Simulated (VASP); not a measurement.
# GaN (P6_3mc) in VASP: single point with LDA

Aim: the single point of GaN with LDA.

Everything below comes from runs of VASP 6.6.1. Logs are shortened: lines on timing, memory, paths and dates and some standing lists are left out, and cuts for length are marked.

### Step 1. The cell of the first run

Symmetry: P6_3mc, No. 186, hexagonal system. The conventional cell has a = 3.152 Å, b = 3.152 Å, c = 5.138 Å, α = 90.00°, β = 90.00°, γ = 120.00°. Within 2.6 Å of Ga (site symmetry 3m) lie 4 N at 1.93 Å. Within 2.6 Å of N (site symmetry 3m) lie 4 Ga at 1.93 Å.

### Step 2. Single point, LDA

Contents of INCAR:

```
  PREC = Accurate
  ENCUT = 520
  EDIFF = 1E-6
  ISMEAR = 0
  SIGMA = 0.05
  LREAL = F
  LASPH = T
  NELM = 100
  ALGO = Normal
  ISIF = 2
  LWAVE = F
  LCHARG = F
  GGA = CA
  NBANDS = 46
```

Contents of KPOINTS:

```
Automatic mesh
0
Gamma
  8 6 6
```

Contents of POSCAR:

```
GaN
1.0
   -3.1515767111      0.0000000000      0.0000000000
    0.0000000000      0.0000000000     -5.1382481593
    0.0000000000     -5.4586909876      0.0000000000
Ga N
4 4
Direct
    0.5000000000      0.0007012529      0.1666666667
    0.0000000000      0.0007012529      0.6666666667
    0.0000000000      0.5007012529      0.3333333333
    0.5000000000      0.5007012529      0.8333333333
    0.5000000000      0.6242987471      0.1666666667
    0.0000000000      0.6242987471      0.6666666667
    0.0000000000      0.1242987471      0.3333333333
    0.5000000000      0.1242987471      0.8333333333
```

Potentials or basis: VASP PAW LDA potentials, release 64 (Ga_d, N).

Launch:

```sh
$ cat potpaw_LDA.64/Ga_d/POTCAR potpaw_LDA.64/N/POTCAR > POTCAR
$ mpirun -np 1 vasp_std > vasp.out
```

OUTCAR:

```text
PREC = Accurate
   ENCUT = 520
   EDIFF = 1E-6
   ISMEAR = 0
   LREAL = F
   LASPH = T
   NELM = 100
   ISIF = 2
   GGA = CA

 ion  position               nearest neighbor table
   1  0.500  0.001  0.167-   7 1.93   7 1.93   8 1.93   5 1.93
   2  0.000  0.001  0.667-   8 1.93   8 1.93   7 1.93   6 1.93
   3  0.000  0.501  0.333-   5 1.93   5 1.93   6 1.93   7 1.93
   4  0.500  0.501  0.833-   6 1.93   6 1.93   5 1.93   8 1.93
   5  0.500  0.624  0.167-   3 1.93   3 1.93   4 1.93   1 1.93
   6  0.000  0.624  0.667-   4 1.93   4 1.93   3 1.93   2 1.93
   7  0.000  0.124  0.333-   1 1.93   1 1.93   2 1.93   3 1.93
   8  0.500  0.124  0.833-   2 1.93   2 1.93   1 1.93   4 1.93

  LATTYP: Found a simple orthorhombic cell.
 ALAT       =     3.1515767111
 B/A-ratio  =     1.6303738193
 C/A-ratio  =     1.7320508076

  Lattice vectors:

 A1 = (  -3.1515767111,   0.0000000000,   0.0000000000)
 A2 = (   0.0000000000,   0.0000000000,  -5.1382481593)
 A3 = (   0.0000000000,  -5.4586909876,   0.0000000000)

Analysis of symmetry for initial positions (statically):
=====================================================================
 Subroutine PRICEL returns following result:

  LATTYP: Found a hexagonal cell.
 ALAT       =     3.1515767111
 C/A-ratio  =     1.6303738193

  Lattice vectors:

 A1 = (  -1.5757883556,  -2.7293454938,   0.0000000000)
 A2 = (  -1.5757883556,   2.7293454938,   0.0000000000)
 A3 = (   0.0000000000,   0.0000000000,  -5.1382481593)

   2 primitive cells build up your supercell.

 Routine SETGRP: Setting up the symmetry group for a
 simple orthorhombic supercell.

 Subroutine GETGRP returns: Found  4 space group operations
 (whereof  2 operations were pure point group operations)
 out of a pool of  8 trial point group operations.

The static configuration has the point symmetry C_1h.
 The point group associated with its full space group is C_2v.

Analysis of symmetry for dynamics (positions and initial velocities):
=====================================================================
 Subroutine PRICEL returns following result:

  LATTYP: Found a hexagonal cell.
 ALAT       =     3.1515767111
 C/A-ratio  =     1.6303738193

  Lattice vectors:

 A1 = (  -1.5757883556,  -2.7293454938,   0.0000000000)
 A2 = (  -1.5757883556,   2.7293454938,   0.0000000000)
 A3 = (   0.0000000000,   0.0000000000,  -5.1382481593)

   2 primitive cells build up your supercell.

 Routine SETGRP: Setting up the symmetry group for a
 simple orthorhombic supercell.

 Subroutine GETGRP returns: Found  4 space group operations
 (whereof  2 operations were pure point group operations)
 out of a pool of  8 trial point group operations.

The dynamic configuration has the point symmetry C_1h.
 The point group associated with its full space group is C_2v.

 Subroutine INISYM returns: Found  4 space group operations
 (whereof  2 operations are pure point group operations),
 and found     2 'primitive' translations

----------------------------------------------------------------------------------------

                                     Primitive cell

  volume of cell :      44.1979

  direct lattice vectors                    reciprocal lattice vectors
    -1.575788356 -2.729345494  0.000000000    -0.317301494 -0.183194103  0.000000000
    -1.575788356  2.729345494  0.000000000    -0.317301494  0.183194103  0.000000000
     0.000000000  0.000000000 -5.138248159     0.000000000  0.000000000 -0.194618860

  length of vectors
     3.151576711  3.151576711  5.138248159     0.366388206  0.366388206  0.194618860

  position of ions in fractional coordinates (direct lattice)
     0.666666667  0.333333333  0.000701253
     0.333333333  0.666666667  0.500701253
     0.666666667  0.333333333  0.624298747
     0.333333333  0.666666667  0.124298747

  ion indices of the primitive-cell ions
   primitive index   ion index
                 1           1
                 2           4
                 3           5
                 4           8

----------------------------------------------------------------------------------------

 KPOINTS: Automatic mesh

Automatic generation of k-mesh.
 Grid dimensions read from file:
 generate k-points for:    8    6    6

 Generating k-lattice:

  Cartesian coordinates                     Fractional coordinates (reciprocal lattice)
    -0.039662687  0.000000000  0.000000000     0.125000000  0.000000000  0.000000000
     0.000000000  0.000000000 -0.032436477     0.000000000  0.166666667  0.000000000
     0.000000000 -0.030532351  0.000000000     0.000000000  0.000000000  0.166666667

  Length of vectors
     0.039662687  0.032436477  0.030532351

  Shift w.r.t. Gamma in fractional coordinates (k-lattice)
     0.000000000  0.000000000  0.000000000

 Subroutine IBZKPT returns following result:
 ===========================================

 Found     80 irreducible k-points:

 Following reciprocal coordinates:
            Coordinates               Weight
  0.000000  0.000000  0.000000      1.000000
  0.125000  0.000000  0.000000      2.000000
  0.250000  0.000000  0.000000      2.000000
  0.375000  0.000000  0.000000      2.000000
  0.500000  0.000000  0.000000      1.000000
  0.000000  0.166667  0.000000      2.000000
[... 16 lines left out ...]
  0.250000  0.000000  0.166667      4.000000
  0.375000  0.000000  0.166667      4.000000
 [... further k-points ...]
   k-points           NKPTS =     80   k-points in BZ     NKDIM =     80   number of bands    NBANDS=     46
   number of dos      NEDOS =    301   number of ions     NIONS =      8
   total plane-waves  NPLWV =  40320
   dimension x,y,z NGX =    24 NGY =   40 NGZ =   42
   dimension x,y,z NGXF=    48 NGYF=   80 NGZF=   84
   ions per type =               4   4
   NGX,Y,Z   is equivalent  to a cutoff of  12.66, 12.94, 12.79 a.u.
   NGXF,Y,Z  is equivalent  to a cutoff of  25.32, 25.88, 25.58 a.u.
 SYSTEM =  unknown system
   PREC   = accura    normal or accurate (medium, high low for compatibility)
   ISTART =      0    job   : 0-new  1-cont  2-samecut
   ICHARG =      2    charge: 1-file 2-atom 10-const
   ISPIN  =      1    spin polarized calculation?
   LNONCOLLINEAR =      F non collinear calculations
   LSORBIT =      F    spin-orbit coupling
   LASPH  =      T    aspherical Exc in radial PAW
   ENCUT  =  520.0 eV  38.22 Ry    6.18 a.u.   5.86  9.55 10.15*2*pi/ulx,y,z
   NELM   =    100;   NELMIN=  2; NELMDL= -5     # of ELM steps
   EDIFF  = 0.1E-05   stopping-criterion for ELM
   LREAL  =      F    real-space projection
[... 7 lines left out ...]
   TEBEG  =    0.0;   TEEND  =   0.0 temperature during run
   PSTRESS=    0.0 pullay stress
   NELECT =      72.0000    total number of electrons
   NUPDOWN=      -1.0000    fix difference up-down
   EMIN   =  10.00;   EMAX   =-10.00  energy-range for DOS
   EFERMI =   0.00;   METHOD = LEGACY
   ISMEAR =     0;   SIGMA  =   0.05  broadening in eV -4-tet -1-fermi 0-gaus
   EFERMI_NEDOS =   21; number of points for ismear=-14 and -15
   IALGO  =     38    algorithm
   IMIX   =      4    mixing-type and parameters
     AMIX     =   0.40;   BMIX     =  1.00
     AMIX_MAG =   1.60;   BMIX_MAG =  1.00
  volume/ion in A,a.u.               =      11.05        74.57
  Fermi-wavevector in a.u.,A,eV,Ry     =   1.528886  2.889176 31.803525  2.337493
  Thomas-Fermi vector in A             =   2.636583
   LORBIT       =      0    0 simple, 1 ext, 2 COOP (PROOUT), +10 PAW based schemes
   GGA     = CA    functional components
   LHFCALC =     F    Hartree Fock is set to
   AEXX    =    0.0000 exact exchange contribution
   IVDW    =     0    specifies the selected vdW correction
   LEPSILON=     F    determine dielectric tensor
   LRPA    =     F    only Hartree local field effects (RPA)
 non-spin polarized calculation
 Gauss-broadening in eV      SIGMA  =   0.05
  energy-cutoff  :      520.00
  volume of cell :       88.40
 maximum number of plane-waves:      2408
 NGX is ok and might be reduce to    24
   NGX = 11   NGY = 19   NGZ = 21

 number of electron      71.9999967 magnetization

 Free energy of the ion-electron system (eV)
  ---------------------------------------------------
  ext. energy  EPLUGINS =         0.00000000
  ---------------------------------------------------
  free energy    TOTEN  =       -55.81929009 eV

  energy without entropy =      -55.81929009  energy(sigma->0) =      -55.81929009

 E-fermi :   5.6634     XC(G=0): -12.2996

 val. band max:        5.4426091502   @ k =   0.0000   0.0000   0.0000
 cond. band min:       7.5891788738   @ k =   0.0000   0.0000   0.0000
 fundamental gap:      2.1465697237
 Fermi energy:         5.6633672010

 k-point     1 :       0.0000    0.0000    0.0000
  band No.  band energies     occupation
      1     -10.7017      2.00000
      2      -9.7289      2.00000
      3      -9.7198      2.00000
      4      -9.5463      2.00000
      5      -8.1451      2.00000
      6      -8.1277      2.00000
[... 38 lines left out ...]
     45      15.3462      0.00000
     46      15.8484      0.00000

 k-point     2 :       0.1250    0.0000    0.0000
  band No.  band energies     occupation
      1     -10.5783      2.00000
      2      -9.6964      2.00000
      3      -9.6891      2.00000
      4      -9.5480      2.00000
      5      -8.1320      2.00000
      6      -8.1098      2.00000
[... 38 lines left out ...]
     45      15.3745      0.00000
     46      15.7433      0.00000

 k-point     3 :       0.2500    0.0000    0.0000
  band No.  band energies     occupation
      1     -10.2659      2.00000
      2      -9.6272      2.00000
      3      -9.6238      2.00000
      4      -9.5618      2.00000
      5      -8.1265      2.00000
      6      -8.0865      2.00000
[... 38 lines left out ...]
     45      15.1622      0.00000
     46      15.5251      0.00000

 k-point     4 :       0.3750    0.0000    0.0000
  band No.  band energies     occupation
      1      -9.9286      2.00000
      2      -9.6061      2.00000
      3      -9.5718      2.00000
      4      -9.5715      2.00000
      5      -8.1319      2.00000
      6      -8.0828      2.00000
[... 920 lines left out ...]
     45      15.2719      0.00000
     46      15.9228      0.00000

 k-point    23 :       0.2500    0.0000    0.1667
  band No.  band energies     occupation
      1     -10.2159      2.00000
      2      -9.6670      2.00000
      3      -9.6149      2.00000
      4      -9.5549      2.00000
      5      -8.1196      2.00000
      6      -8.0876      2.00000
[... 38 lines left out ...]
     45      15.0622      0.00000
     46      15.6479      0.00000

 k-point    24 :       0.3750    0.0000    0.1667
  band No.  band energies     occupation
      1      -9.9074      2.00000
      2      -9.6396      2.00000
      3      -9.5684      2.00000
      4      -9.5578      2.00000
      5      -8.1224      2.00000
      6      -8.0731      2.00000
[... 38 lines left out ...]
     45      15.1491      0.00000
     46      15.2970      0.00000

 [... further k-points ...]
[... 5 lines left out ...]
  --------------------------------------------------------------------------------------
  -------------------------------------------------------------------------------------
  Total        0.7358973      0.7303068      0.7129565      0.0000000      0.0000000      0.0000000
  in kB       13.3381725     13.2368436     12.9223698      0.0000000      0.0000000      0.0000000
  external PRESSURE =      13.1657953 kB  Pullay stress =       0.0000000 kB

 VOLUME and BASIS-vectors are now :
 -----------------------------------------------------------------------------
  energy-cutoff  :      520.00
  volume of cell :       88.40
      direct lattice vectors                 reciprocal lattice vectors
    -3.151576711  0.000000000  0.000000000    -0.317301494  0.000000000  0.000000000
     0.000000000  0.000000000 -5.138248159     0.000000000  0.000000000 -0.194618860
     0.000000000 -5.458690988  0.000000000     0.000000000 -0.183194103  0.000000000

 POSITION                                       TOTAL-FORCE (eV/Angst)
 -----------------------------------------------------------------------------------
     -1.57579     -0.90978     -0.00360        -0.000000      0.000059      0.001648
      0.00000     -3.63913     -0.00360        -0.000000      0.000059      0.001648
      0.00000     -1.81956     -2.57273        -0.000000     -0.000059      0.001648
     -1.57579     -4.54891     -2.57273        -0.000000     -0.000059      0.001648
     -1.57579     -0.90978     -3.20780         0.000000     -0.000059     -0.001648
      0.00000     -3.63913     -3.20780         0.000000     -0.000059     -0.001648
      0.00000     -1.81956     -0.63868         0.000000      0.000059     -0.001648
     -1.57579     -4.54891     -0.63868         0.000000      0.000059     -0.001648
 -----------------------------------------------------------------------------------
    total drift:                               -0.000000     -0.000002      0.000942

  FREE ENERGIE OF THE ION-ELECTRON SYSTEM (eV)
  ---------------------------------------------------
  free  energy   TOTEN  =       -55.8192900921 eV

  energy  without entropy=      -55.8192900921  energy(sigma->0) =      -55.81929009
```

Run time: 4.1 min. Hardware: 1 thread of AMD EPYC 9R45 (Zen 5), shared host; peak memory 0.3 GiB.

Results:

| Item | Value |
| --- | --- |
| Free energy | -55.8193 eV |
| Pressure | 1.3 GPa |
| Band gap on the k mesh | 2.15 eV |
